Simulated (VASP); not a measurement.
# Fe (Im-3m) in VASP: further runs, part 2 of 2

VASP 6.6.1. The steps go on from the part before.

## Step 4: Single point, PBE+U, collinear spin, ferromagnetic start

File INCAR:

```
PREC     = Accurate       # precision mode
ENCUT    = 520            # plane-wave cutoff, eV
EDIFF    = 1E-7           # SCF threshold, eV
ISMEAR   = -1             # smearing method
SIGMA    = 0.05           # smearing width, eV
LREAL    = F              # projectors in reciprocal space
LASPH    = T              # aspherical terms in the spheres
NELM     = 150            # most SCF steps
ALGO     = Normal         # electronic algorithm
ISIF     = 2              # what is computed and relaxed
LWAVE    = F              # write WAVECAR
LCHARG   = F              # write CHGCAR
ISPIN    = 2              # spin polarisation
MAGMOM   = 3.06           # initial moments
LORBIT   = 11             # projections on sites
NUPDOWN  = 3.06           # fixed moment
LMAXMIX  = 4              # l up to which the mixer works
LDAU     = T              # DFT+U
LDAUTYPE = 2            
LDAUL    = 2              # shell
LDAUU    = 5.3            # U, eV
LDAUJ    = 0            
LDAUPRINT= 1            
GGA      = PE             # functional
NBANDS   = 14             # bands
```

File KPOINTS:

```
Automatic mesh
0
Gamma
  12 12 12
```

File POSCAR:

```
Fe
1.0
   -1.4304000000      1.4304000000      1.4304000000
    1.4304000000     -1.4304000000      1.4304000000
    1.4304000000      1.4304000000     -1.4304000000
Fe
1
Direct
    0.0000000000      0.0000000000      0.0000000000
```

Potentials or basis: VASP PAW PBE potentials, release 64 (Fe).

The run is started by

```sh
$ cat potpaw_PBE.64/Fe/POTCAR > POTCAR
$ mpirun -np 1 vasp_std > vasp.out
```

OUTCAR:

```text
PREC = Accurate
   ENCUT = 520
   EDIFF = 1E-7
   ISMEAR = -1
   LREAL = F
   LASPH = T
   NELM = 150
   ISIF = 2
   ISPIN = 2
   LORBIT = 11
   NUPDOWN = 3.06
   GGA = PE

 ion  position               nearest neighbor table
   1  0.000  0.000  0.000-

  LATTYP: Found a body centered cubic cell.
 ALAT       =     2.8608000000

  Lattice vectors:

 A1 = (  -1.4304000000,   1.4304000000,   1.4304000000)
 A2 = (   1.4304000000,  -1.4304000000,   1.4304000000)
 A3 = (   1.4304000000,   1.4304000000,  -1.4304000000)

Analysis of symmetry for initial positions (statically):
=====================================================================
 Subroutine PRICEL returns:
 Original cell was already a primitive cell.

 Routine SETGRP: Setting up the symmetry group for a
 body centered cubic supercell.

 Subroutine GETGRP returns: Found 48 space group operations
 (whereof 48 operations were pure point group operations)
 out of a pool of 48 trial point group operations.

The static configuration has the point symmetry O_h .

Analysis of symmetry for dynamics (positions and initial velocities):
=====================================================================
 Subroutine PRICEL returns:
 Original cell was already a primitive cell.

 Routine SETGRP: Setting up the symmetry group for a
 body centered cubic supercell.

 Subroutine GETGRP returns: Found 48 space group operations
 (whereof 48 operations were pure point group operations)
 out of a pool of 48 trial point group operations.

The dynamic configuration has the point symmetry O_h .

Analysis of structural, dynamic, and magnetic symmetry:
[... 178 lines left out ...]
  o =  0.9473  v =  0.9122 -0.1769 -0.0000 -0.3696  0.0000  0.0000  0.0000  0.0000  0.0000  0.0000      0.0000  0.0000  0.0000  0.0000  0.0000  0.0000  0.0000  0.0000  0.0000  0.0000
  o =  0.9473  v = -0.4084 -0.3194 -0.0000 -0.8551 -0.0000  0.0000  0.0000  0.0000  0.0000  0.0000      0.0000  0.0000  0.0000  0.0000  0.0000  0.0000  0.0000  0.0000  0.0000  0.0000
  o =  0.9527  v =  0.0000 -0.0000 -0.0326  0.0000 -0.9995  0.0000  0.0000  0.0000  0.0000  0.0000      0.0000  0.0000  0.0000  0.0000  0.0000  0.0000  0.0000  0.0000  0.0000  0.0000
  o =  0.9527  v = -0.0000 -0.0000  0.9995 -0.0000 -0.0326  0.0000  0.0000  0.0000  0.0000  0.0000      0.0000  0.0000  0.0000  0.0000  0.0000  0.0000  0.0000  0.0000  0.0000  0.0000

 number of electron       8.0000000 magnetization       3.0600000

 Free energy of the ion-electron system (eV)
  ---------------------------------------------------
  ext. energy  EPLUGINS =         0.00000000
  ---------------------------------------------------
  free energy    TOTEN  =        -4.31420108 eV

  energy without entropy =       -4.30331037  energy(sigma->0) =       -4.30875573

 E-fermi :   5.9702     XC(G=0): -12.9086

 val. band max:        6.2952625141   @ k =  -0.3333   0.4167   0.1667
 cond. band min:       5.9743117148   @ k =  -0.4167   0.4167   0.1667
 fundamental gap:     -0.3209507993
 Fermi energy:         6.3537397649

 spin component 1

 k-point     1 :       0.0000    0.0000    0.0000
  band No.  band energies     occupation
      1      -2.7036      1.00000
      2       0.5161      1.00000
      3       0.5161      1.00000
      4       0.5161      1.00000
      5       1.7578      1.00000
      6       1.7578      1.00000
      7      30.3843      0.00000
      8      30.3843      0.00000
      9      30.3843      0.00000
     10      32.3109      0.00000
     11      32.3109      0.00000
     12      32.3109      0.00000
[... 793 lines left out ...]
      3       5.6395      0.99866
      4       9.0032      0.00000
      5       9.4989      0.00000
      6      10.4885      0.00000
      7      14.8379      0.00000
      8      21.7081      0.00000
      9      23.1402      0.00000
     10      32.5164      0.00000
     11      37.5341      0.00000
     12      40.1313      0.00000
     13      44.5356      0.00000
     14      46.7973      0.00000

 [... further k-points ...]
[... 5 lines left out ...]
  --------------------------------------------------------------------------------------
  -------------------------------------------------------------------------------------
  Total        1.6347955      1.6347955      1.6347955     -0.0000000     -0.0000000     -0.0000000
  in kB      223.7389109    223.7389109    223.7389109     -0.0000000     -0.0000000     -0.0000000
  external PRESSURE =     223.7389109 kB  Pullay stress =       0.0000000 kB

 VOLUME and BASIS-vectors are now :
 -----------------------------------------------------------------------------
  energy-cutoff  :      520.00
  volume of cell :       11.71
      direct lattice vectors                 reciprocal lattice vectors
    -1.430400000  1.430400000  1.430400000     0.000000000  0.349552573  0.349552573
     1.430400000 -1.430400000  1.430400000     0.349552573  0.000000000  0.349552573
     1.430400000  1.430400000 -1.430400000     0.349552573  0.349552573  0.000000000

 POSITION                                       TOTAL-FORCE (eV/Angst)
 -----------------------------------------------------------------------------------
      0.00000      0.00000      0.00000        -0.000000      0.000000     -0.000000
 -----------------------------------------------------------------------------------
    total drift:                                0.000000     -0.000000      0.000000

  FREE ENERGIE OF THE ION-ELECTRON SYSTEM (eV)
  ---------------------------------------------------
  free  energy   TOTEN  =        -4.3142010849 eV

  energy  without entropy=       -4.3033103659  energy(sigma->0) =       -4.30875573

 total charge

# of ion       s       p       d       tot
------------------------------------------
    1        0.501   0.567   6.176   7.243

 magnetization (x)

# of ion       s       p       d       tot
------------------------------------------
    1       -0.017  -0.101   3.292   3.174
```

stdout:

```text
POSCAR found type information on POSCAR Fe
 POSCAR found :  1 types and       1 ions
 scaLAPACK will be used
 LDA part: xc-table for (Slater+PW92), standard interpolation
 POSCAR, INCAR and KPOINTS ok, starting setup
 FFT: planning ... GRIDC
 FFT: planning ... GRID_SOFT
 FFT: planning ... GRID
 WAVECAR not read
 entering main loop
```

It took 16 s on 1 thread of AMD EPYC 9R45 (Zen 5), shared host; peak memory 0.1 GiB.

Results:

```
Free energy                                           : -4.3142 eV
Pressure                                              : 22.4 GPa
Net moment                                            : 3.06 μB per cell
Site moments                                          : Fe +3.17 μB
Valence electrons inside the program's atomic spheres : Fe 7.24
```

Eigenvalues of the final occupation matrices:
| site | spin | trace | eigenvalues |
| --- | --- | --- | --- |
| site 1 d | 1 | 4.75 | 0.95 0.95 0.95 0.95 0.95 |
| site 1 d | 2 | 1.45 | 0.20 0.20 0.35 0.35 0.35 |

Caveat: the total moment is fixed, so each spin has its own Fermi level; the U is typed as a test and isn't derived for this compound. The state reached can hang on the start; a lower one may exist.

## Step 5: Single point, PBE+U, collinear spin, ferromagnetic start

File INCAR:

```
  PREC = Accurate
  ENCUT = 520
  EDIFF = 1E-7
  ISMEAR = -1
  SIGMA = 0.05
  LREAL = F
  LASPH = T
  NELM = 150
  ALGO = Normal
  ISIF = 2
  LWAVE = F
  LCHARG = F
  ISPIN = 2
  MAGMOM = 4.29
  LORBIT = 11
  NUPDOWN = 4.29
  LMAXMIX = 4
  LDAU = T
  LDAUTYPE = 2
  LDAUL = 2
  LDAUU = 5.3
  LDAUJ = 0
  LDAUPRINT = 1
  GGA = PE
  NBANDS = 14
```

File KPOINTS:

```
regular mesh
0
Gamma
  12 12 12
```

POSCAR is that of step 4.

The run is started by

```sh
$ cat potpaw_PBE.64/Fe/POTCAR > POTCAR
$ mpirun -np 1 vasp_std > vasp.out
```

It took 19 s on 1 thread of AMD EPYC 9R45 (Zen 5), shared host; peak memory 0.1 GiB.

The run converged. Its results:

```yaml
Free_energy: -2.5103 eV
Pressure: 73.8 GPa
Net_moment: 4.29 μB per cell
Site_moments: Fe +4.24 μB
Valence_electrons_inside_the_program's_atomic_spheres: Fe 7.20
```

Eigenvalues of the final occupation matrices:
| site | spin | trace | eigenvalues |
| --- | --- | --- | --- |
| site 1 d | 1 | 4.95 | 0.99 0.99 0.99 0.99 0.99 |
| site 1 d | 2 | 0.97 | 0.13 0.13 0.13 0.29 0.29 |

Caveat: the total moment is fixed, so each spin has its own Fermi level; the U is typed as a test and isn't derived for this compound. The state reached can hang on the start; a lower one may exist.

## Step 6: Single point, PBE+U, collinear spin, ferromagnetic start

File INCAR:

```
PREC = Accurate
ENCUT = 520
EDIFF = 1E-6
ISMEAR = -1
SIGMA = 0.05
LREAL = F
LASPH = T
NELM = 150
ALGO = Normal
ISIF = 2
LWAVE = F
LCHARG = F
ISPIN = 2
MAGMOM = 0.4
LORBIT = 11
LMAXMIX = 4
LDAU = T
LDAUTYPE = 2
LDAUL = 2
LDAUU = 5.3
LDAUJ = 0
LDAUPRINT = 1
GGA = PE
NBANDS = 14
```

File KPOINTS:

```
Automatic mesh
0
Gamma
  12 12 12
```

POSCAR is that of step 5.

Potentials or basis: VASP PAW PBE potentials, release 64 (Fe).

The run is started by

```sh
$ cat potpaw_PBE.64/Fe/POTCAR > POTCAR
$ mpirun -np 1 vasp_std > vasp.out
```

Run time: 18 s. Hardware: 1 thread of AMD EPYC 9R45 (Zen 5), shared host; peak memory 0.1 GiB.

It converged, with:

| Property | Result |
| --- | --- |
| Free energy | -4.3435 eV |
| Pressure | 16.1 GPa |
| Net moment | 2.84 μB per cell |
| Site moments | Fe +2.98 μB |
| Valence electrons inside the program's atomic spheres | Fe 7.26 |

Levels at points of the mesh, in eV from the Fermi level:
Spin up:
| k point | band 1 | band 2 | band 3 | band 4 | band 5 | band 6 | band 7 | band 8 | band 9 | band 10 |
| --- | --- | --- | --- | --- | --- | --- | --- | --- | --- | --- |
| (0.00, 0.00, 0.00) | -8.53 | -5.14 | -5.14 | -5.14 | -3.97 | -3.97 | 24.56 | 24.56 | 24.56 | 26.65 |
| (0.50, 0.00, 0.00) | -7.09 | -6.11 | -3.90 | -3.83 | -2.62 | 0.29 | 5.50 | 17.89 | 19.36 | 19.50 |
| (0.50, 0.50, 0.50) | -7.29 | -7.29 | -2.86 | -2.86 | -2.86 | 9.42 | 9.42 | 9.42 | 12.57 | 12.57 |
Spin down:
```csv
k point,band 1,band 2,band 3,band 4,band 5,band 6,band 7,band 8
"(0.00, 0.00, 0.00)",-8.57,0.38,0.38,0.38,3.43,3.43,23.85,23.85
"(0.50, 0.00, 0.00)",-3.08,-0.94,0.12,3.01,3.37,3.72,8.86,17.60
"(0.50, 0.50, 0.50)",-1.57,-1.57,3.06,3.06,3.06,9.57,9.57,9.57
```

Eigenvalues of the final occupation matrices:
```
    site  spin  trace               eigenvalues
site 1 d     1   4.71  0.94 0.94 0.94 0.95 0.95
site 1 d     2   1.55  0.18 0.18 0.39 0.39 0.39
```

Caveat: the U is typed as a test and isn't derived for this compound. The state reached can hang on the start; a lower one may exist.

## Step 7: Summary

| fixed moment (μB) | pressure (GPa) | moment (μB) |
| --- | --- | --- |
| 0.61 | 8.2 | 0.61 |
| 1.84 | -4.7 | 1.84 |
| 3.06 | 22.4 | 3.06 |
| 4.29 | 73.8 | 4.29 |
| - | 16.1 | 2.84 |

Alike in all rows: task single point; level PBE+U; potentials or basis VASP PAW PBE potentials, release 64 (Fe); spin collinear, ferromagnetic start; Fe d U = 5.3 eV; cell as given; k mesh 12 × 12 × 12; cutoff (eV) 520; smearing fermi-dirac 0.05 eV.

Caveats: the U is typed as a test and isn't derived for this compound; the total moment is fixed, so each spin has its own Fermi level (some runs).

Absolute energies hang on the potentials; compare differences alone.
